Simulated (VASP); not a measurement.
Wanted: the native input for a VASP 6.6.1 run.

```
Task                               : single point
Functional                         : B3LYP
Potentials or basis                : VASP PAW PBE potentials, release 64 (Sc_sv)
Cutoff                             : 400 eV
k mesh                             : 6 × 6 × 3
Occupations                        : fermi-dirac, width 0.1 eV
Spin                               : no spin polarisation
Dipole correction                  : no
Grid for exact exchange (PRECFOCK) : Normal
Further INCAR settings             : ALGO = Normal; EDIFF = 1e-06; NBANDS = 18
Share of exact exchange            : 0.2
```

Crystal: Sc.

```
Sc
1.0
     3.33912    0.00000    0.00000
    -1.66956    2.89176    0.00000
     0.00000    0.00000    5.19428
Sc
2
Direct
  0.33333 0.66667 0.25000
  0.66667 0.33333 0.75000
```

The input as run:

POSCAR

```
Sc
1.0
    3.3391198190      0.0000000000      0.0000000000
   -1.6695599095      2.8917625895      0.0000000000
    0.0000000000      0.0000000000      5.1942832956
Sc
2
Direct
    0.3333333333      0.6666666667      0.2500000000
    0.6666666667      0.3333333333      0.7500000000
```

INCAR.step1

```
SYSTEM = Sc
PREC = Accurate ; ENCUT = 400
EDIFF = 1E-5 ; ISMEAR = -1
SIGMA = 0.1 ; LREAL = .False.
LASPH = .True. ; NELM = 120
ALGO = Normal ; ISIF = 2
LWAVE = .True. ; GGA = PE
NBANDS = 18 ; GGA_COMPAT = .False.
```

INCAR.step2

```
SYSTEM = Sc
PREC = Accurate ; ENCUT = 400
EDIFF = 1E-6 ; ISMEAR = -1
SIGMA = 0.1 ; LREAL = .False.
LASPH = .True. ; NELM = 120
ALGO = Normal ; ISIF = 2
LWAVE = .False. ; LCHARG = .True.
GGA = B3 ; LHFCALC = .True.
AEXX = 0.2 ; AGGAX = 0.72
AGGAC = 0.81 ; ALDAC = 0.19
PRECFOCK = Normal ; LELF = .True.
LVHAR = .True. ; ISTART = 1
NBANDS = 18 ; GGA_COMPAT = .False.
```

KPOINTS

```
regular mesh
0
Gamma
  6 6 3
  0 0 0
```

Potentials or basis: VASP PAW PBE potentials, release 64 (Sc_sv).

Run with:

```sh
$ cat potpaw_PBE.64/Sc_sv/POTCAR > POTCAR
$ cp INCAR.step1 INCAR
$ mpirun -np 1 vasp_std > vasp.out
$ cp INCAR.step2 INCAR
$ mpirun -np 1 vasp_std > vasp.out
```

It gave:

The pressure is 0.5 GPa and the band gap on the k mesh is zero (bands 11 and 12 overlap by 1.99 eV).

Caveat: the k points lie up to 0.40 Å⁻¹ apart, too coarse for converged energies and pressures of a metal; the PAW data sets were made with another functional, which shifts forces and pressure a little.

Run time: 53 min on 1 thread of Intel(R) Xeon(R) Platinum 8375C CPU @ 2.90GHz (Ice Lake), with other jobs on the host, peak memory 0.15 GiB.
